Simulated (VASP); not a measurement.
# Ga (Im-3m) in VASP: further runs

Runs on Ga. Level: LDA. Tasks: single point.

Program: VASP 6.6.1. These are calculated values, not measurements. Logs are shortened: lines on timing, memory, paths and dates and some standing lists are left out, and cuts for length are marked.

## 1. The cell of the first run

The structure is cubic, space group Im-3m (No. 229). Conventional cell: a = 3.003 Å, b = 3.003 Å, c = 3.003 Å, α = 90.00°, β = 90.00°, γ = 90.00°. Within 3.4 Å of Ga (site symmetry m-3m) lie 14 Ga at 2.60 to 3.00 Å.

This isn't the form of Ga at room conditions, which is orthorhombic.

## 2. Single point, LDA (13.54 Å³/atom)

Contents of INCAR:

```
SYSTEM = Ga
PREC = Accurate
ENCUT = 520
EDIFF = 1E-6
ISMEAR = -1
SIGMA = 0.08
LREAL = .False.
LASPH = .True.
NELM = 80
ALGO = Normal
ISIF = 2
LWAVE = .False.
LCHARG = .False.
NBANDS = 12
```

Contents of KPOINTS:

```
regular mesh
0
Gamma
  17 17 17
  0 0 0
```

Contents of POSCAR:

```
Ga
1.0
   -1.5015323656      1.5015323656      1.5015323656
    1.5015323656     -1.5015323656      1.5015323656
    1.5015323656      1.5015323656     -1.5015323656
Ga
1
Direct
    0.0000000000      0.0000000000      0.0000000000
```

Potentials or basis: VASP PAW LDA potentials, release 64 (Ga_d).

Run with:

```sh
cat potpaw_LDA.64/Ga_d/POTCAR > POTCAR
mpirun -np 1 vasp_std > vasp.out
```

OUTCAR:

```text
SYSTEM = Ga
   PREC = Accurate
   ENCUT = 520
   EDIFF = 1E-6
   ISMEAR = -1
   LREAL = .False.
   LASPH = .True.
   NELM = 80
   ISIF = 2

 ion  position               nearest neighbor table
   1  0.000  0.000  0.000-

  LATTYP: Found a body centered cubic cell.
 ALAT       =     3.0030647312

  Lattice vectors:

 A1 = (  -1.5015323656,   1.5015323656,   1.5015323656)
 A2 = (   1.5015323656,  -1.5015323656,   1.5015323656)
 A3 = (   1.5015323656,   1.5015323656,  -1.5015323656)

Analysis of symmetry for initial positions (statically):
=====================================================================
 Subroutine PRICEL returns:
 Original cell was already a primitive cell.

 Routine SETGRP: Setting up the symmetry group for a
 body centered cubic supercell.

 Subroutine GETGRP returns: Found 48 space group operations
 (whereof 48 operations were pure point group operations)
 out of a pool of 48 trial point group operations.

The static configuration has the point symmetry O_h .

Analysis of symmetry for dynamics (positions and initial velocities):
=====================================================================
 Subroutine PRICEL returns:
 Original cell was already a primitive cell.

 Routine SETGRP: Setting up the symmetry group for a
 body centered cubic supercell.

 Subroutine GETGRP returns: Found 48 space group operations
 (whereof 48 operations were pure point group operations)
 out of a pool of 48 trial point group operations.

The dynamic configuration has the point symmetry O_h .

 Subroutine INISYM returns: Found 48 space group operations
 (whereof 48 operations are pure point group operations),
 and found     1 'primitive' translations

----------------------------------------------------------------------------------------

                                     Primitive cell

  volume of cell :      13.5414

  direct lattice vectors                    reciprocal lattice vectors
    -1.501532366  1.501532366  1.501532366     0.000000000  0.332993155  0.332993155
     1.501532366 -1.501532366  1.501532366     0.332993155  0.000000000  0.332993155
     1.501532366  1.501532366 -1.501532366     0.332993155  0.332993155  0.000000000

  length of vectors
     2.600730346  2.600730346  2.600730346     0.470923436  0.470923436  0.470923436

  position of ions in fractional coordinates (direct lattice)
     0.000000000  0.000000000  0.000000000

  ion indices of the primitive-cell ions
   primitive index   ion index
                 1           1

----------------------------------------------------------------------------------------

 KPOINTS: regular mesh

Automatic generation of k-mesh.
 Grid dimensions read from file:
 generate k-points for:   17   17   17

 Generating k-lattice:

  Cartesian coordinates                     Fractional coordinates (reciprocal lattice)
     0.000000000  0.019587833  0.019587833     0.058823529  0.000000000  0.000000000
     0.019587833  0.000000000  0.019587833     0.000000000  0.058823529  0.000000000
     0.019587833  0.019587833  0.000000000     0.000000000  0.000000000  0.058823529

  Length of vectors
     0.027701379  0.027701379  0.027701379

  Shift w.r.t. Gamma in fractional coordinates (k-lattice)
     0.000000000  0.000000000  0.000000000

 Subroutine IBZKPT returns following result:
 ===========================================

 Found    165 irreducible k-points:

 Following reciprocal coordinates:
            Coordinates               Weight
  0.000000  0.000000  0.000000      1.000000
  0.058824  0.000000  0.000000     12.000000
  0.117647  0.000000  0.000000     12.000000
  0.176471  0.000000  0.000000     12.000000
  0.235294  0.000000  0.000000     12.000000
  0.294118  0.000000  0.000000     12.000000
[... 16 lines left out ...]
  0.411765  0.117647  0.000000     48.000000
  0.176471  0.176471  0.000000     24.000000
 [... further k-points ...]
   k-points           NKPTS =    165   k-points in BZ     NKDIM =    165   number of bands    NBANDS=     12
   number of dos      NEDOS =    301   number of ions     NIONS =      1
   total plane-waves  NPLWV =   8000
   dimension x,y,z NGX =    20 NGY =   20 NGZ =   20
   dimension x,y,z NGXF=    40 NGYF=   40 NGZF=   40
   ions per type =               1
   NGX,Y,Z   is equivalent  to a cutoff of  12.78, 12.78, 12.78 a.u.
   NGXF,Y,Z  is equivalent  to a cutoff of  25.57, 25.57, 25.57 a.u.
 SYSTEM =  Ga
   PREC   = accura    normal or accurate (medium, high low for compatibility)
   ISTART =      0    job   : 0-new  1-cont  2-samecut
   ICHARG =      2    charge: 1-file 2-atom 10-const
   ISPIN  =      1    spin polarized calculation?
   LNONCOLLINEAR =      F non collinear calculations
   LSORBIT =      F    spin-orbit coupling
   LASPH  =      T    aspherical Exc in radial PAW
   ENCUT  =  520.0 eV  38.22 Ry    6.18 a.u.   4.84  4.84  4.84*2*pi/ulx,y,z
   NELM   =     80;   NELMIN=  2; NELMDL= -5     # of ELM steps
   EDIFF  = 0.1E-05   stopping-criterion for ELM
   LREAL  =      F    real-space projection
   EDIFFG = 0.1E-04   stopping-criterion for IOM
   NSW    =      0    number of steps for IOM
   IBRION =     -1    ionic relax: 0-MD 1-quasi-New 2-CG
   NFREE  =      0    steps in history (QN), initial steepest desc. (CG)
   ISIF   =      2    stress and relaxation
   ISYM   =      2    0-nonsym 1-usesym 2-fastsym
   POTIM  = 0.5000    time-step for ionic-motion
   TEBEG  =    0.0;   TEEND  =   0.0 temperature during run
   PSTRESS=    0.0 pullay stress
   NELECT =      13.0000    total number of electrons
   NUPDOWN=      -1.0000    fix difference up-down
   EMIN   =  10.00;   EMAX   =-10.00  energy-range for DOS
   EFERMI =   0.00;   METHOD = LEGACY
   ISMEAR =    -1;   SIGMA  =   0.08  broadening in eV -4-tet -1-fermi 0-gaus
   EFERMI_NEDOS =   21; number of points for ismear=-14 and -15
   IALGO  =     38    algorithm
   IMIX   =      4    mixing-type and parameters
     AMIX     =   0.40;   BMIX     =  1.00
     AMIX_MAG =   1.60;   BMIX_MAG =  1.00
  volume/ion in A,a.u.               =      13.54        91.38
  Fermi-wavevector in a.u.,A,eV,Ry     =   1.614983  3.051875 35.486303  2.608170
  Thomas-Fermi vector in A             =   2.709804
   LORBIT       =      0    0 simple, 1 ext, 2 COOP (PROOUT), +10 PAW based schemes
   GGA     = CA    functional components
   LHFCALC =     F    Hartree Fock is set to
   AEXX    =    0.0000 exact exchange contribution
   IVDW    =     0    specifies the selected vdW correction
   LEPSILON=     F    determine dielectric tensor
   LRPA    =     F    only Hartree local field effects (RPA)
 non-spin polarized calculation
  energy-cutoff  :      520.00
  volume of cell :       13.54
 maximum number of plane-waves:       375
   NGX =  9   NGY =  9   NGZ =  9

 number of electron      13.0000006 magnetization

 Free energy of the ion-electron system (eV)
  ---------------------------------------------------
  ext. energy  EPLUGINS =         0.00000000
  ---------------------------------------------------
  free energy    TOTEN  =        -3.25839213 eV

  energy without entropy =       -3.24988966  energy(sigma->0) =       -3.25414090

 E-fermi :   9.0305     XC(G=0): -13.1337

 val. band max:        9.0299449935   @ k =  -0.4118   0.4118   0.2353
 cond. band min:       9.0495134254   @ k =  -0.3529  -0.4706   0.1765
 fundamental gap:      0.0195684319
 Fermi energy:         9.0305491082

 k-point     1 :       0.0000    0.0000    0.0000
  band No.  band energies     occupation
      1      -6.5922      2.00000
      2      -6.5922      2.00000
      3      -6.5922      2.00000
      4      -6.1914      2.00000
      5      -6.1914      2.00000
      6      -5.0285      2.00000
      7      26.0133      0.00000
      8      26.0133      0.00000
      9      26.0133      0.00000
     10      29.0194      0.00000
     11      29.0194      0.00000
     12      29.0194      0.00000

 k-point     2 :       0.0588    0.0000    0.0000
  band No.  band energies     occupation
      1      -6.5991      2.00000
      2      -6.5892      2.00000
      3      -6.5713      2.00000
      4      -6.1984      2.00000
      5      -6.1912      2.00000
      6      -4.9087      2.00000
      7      24.5427      0.00000
      8      25.1849      0.00000
      9      25.6435      0.00000
     10      27.6557      0.00000
     11      27.8522      0.00000
     12      28.6742      0.00000

 k-point     3 :       0.1176    0.0000    0.0000
  band No.  band energies     occupation
      1      -6.6189      2.00000
      2      -6.5868      2.00000
      3      -6.5112      2.00000
      4      -6.2174      2.00000
      5      -6.1906      2.00000
      6      -4.5438      2.00000
      7      21.5383      0.00000
      8      23.6924      0.00000
      9      24.6581      0.00000
     10      26.5109      0.00000
     11      26.7405      0.00000
     12      28.6602      0.00000
[... 286 lines left out ...]
 k-point    23 :       0.4118    0.1176    0.0000
  band No.  band energies     occupation
      1      -6.7984      2.00000
      2      -6.7451      2.00000
      3      -6.2189      2.00000
      4      -6.2091      2.00000
      5      -5.9993      2.00000
      6       3.2100      2.00000
      7       5.3716      2.00000
      8      15.0484      0.00000
      9      18.6806      0.00000
     10      24.4276      0.00000
     11      27.7513      0.00000
     12      33.2191      0.00000

 k-point    24 :       0.1765    0.1765    0.0000
  band No.  band energies     occupation
      1      -6.7074      2.00000
      2      -6.6087      2.00000
      3      -6.2833      2.00000
      4      -6.2678      2.00000
      5      -6.1703      2.00000
      6      -1.6714      2.00000
      7      14.2886      0.00000
      8      14.8885      0.00000
      9      20.0833      0.00000
     10      26.7146      0.00000
     11      27.1307      0.00000
     12      31.5003      0.00000

 [... further k-points ...]

------------------------ aborting loop because EDIFF is reached ----------------------------------------

  FORCE on cell =-STRESS in cart. coord.  units (eV):
  Direction    XX          YY          ZZ          XY          YZ          ZX
  --------------------------------------------------------------------------------------
  -------------------------------------------------------------------------------------
  Total        2.5171796      2.5171796      2.5171796     -0.0000000      0.0000000     -0.0000000
  in kB      297.8246866    297.8246866    297.8246866     -0.0000000      0.0000000     -0.0000000
  external PRESSURE =     297.8246866 kB  Pullay stress =       0.0000000 kB

 VOLUME and BASIS-vectors are now :
 -----------------------------------------------------------------------------
  energy-cutoff  :      520.00
  volume of cell :       13.54
      direct lattice vectors                 reciprocal lattice vectors
    -1.501532366  1.501532366  1.501532366     0.000000000  0.332993155  0.332993155
     1.501532366 -1.501532366  1.501532366     0.332993155  0.000000000  0.332993155
     1.501532366  1.501532366 -1.501532366     0.332993155  0.332993155  0.000000000

 POSITION                                       TOTAL-FORCE (eV/Angst)
 -----------------------------------------------------------------------------------
      0.00000      0.00000      0.00000        -0.000000      0.000000      0.000000
 -----------------------------------------------------------------------------------
    total drift:                                0.000000     -0.000000      0.000000

  FREE ENERGIE OF THE ION-ELECTRON SYSTEM (eV)
  ---------------------------------------------------
  free  energy   TOTEN  =        -3.2583921308 eV

  energy  without entropy=       -3.2498896633  energy(sigma->0) =       -3.25414090
```

Run time: 26 s. Hardware: 1 thread of Intel Xeon 8259CL, shared host; peak memory 0.13 GiB.

What came out:

| Property | Result |
| --- | --- |
| Free energy | -3.2584 eV |
| Pressure | 29.8 GPa |
| Band gap on the k mesh | zero (an odd number of electrons rules out a gap without spin polarisation) |

Caveat: the cell stands under pressure.

## 3. Single point, LDA

Contents of INCAR:

```
ALGO = Normal
EDIFF = 1E-7
ENCUT = 520
GGA = CA
ISIF = 2
ISMEAR = -1
LASPH = True
LCHARG = False
LREAL = False
LWAVE = False
NBANDS = 12
NELM = 100
PREC = Accurate
SIGMA = 0.08
```

Contents of KPOINTS:

```
k-points
0
Gamma
  17 17 17
```

Contents of POSCAR:

```
Ga
1.0
   -1.5024032417      1.5024032417      1.5024032417
    1.5024032417     -1.5024032417      1.5024032417
    1.5024032417      1.5024032417     -1.5024032417
Ga
1
Direct
    0.0000000000      0.0000000000      0.0000000000
```

Potentials or basis: VASP PAW LDA potentials, release 64 (Ga_d).

Run with:

```sh
cat potpaw_LDA.64/Ga_d/POTCAR > POTCAR
mpirun -np 1 vasp_std > vasp.out
```

It took 30 s on 1 thread of Intel Xeon 8259CL, shared host; peak memory 0.14 GiB.

Results (log left out):

| Item | Value |
| --- | --- |
| Free energy | -3.2628 eV |
| Pressure | 29.5 GPa |
| Band gap on the k mesh | zero (an odd number of electrons rules out a gap without spin polarisation) |

Levels at points of the mesh, in eV from the Fermi level:
```tsv
k point	band 2	band 3	band 4	band 5	band 6	band 7	band 8	band 9	band 10	band 11
(0.00, 0.00, 0.00)	-15.62	-15.62	-15.22	-15.22	-14.04	16.95	16.95	16.95	19.98	19.98
```

Caveat: the cell stands under pressure.
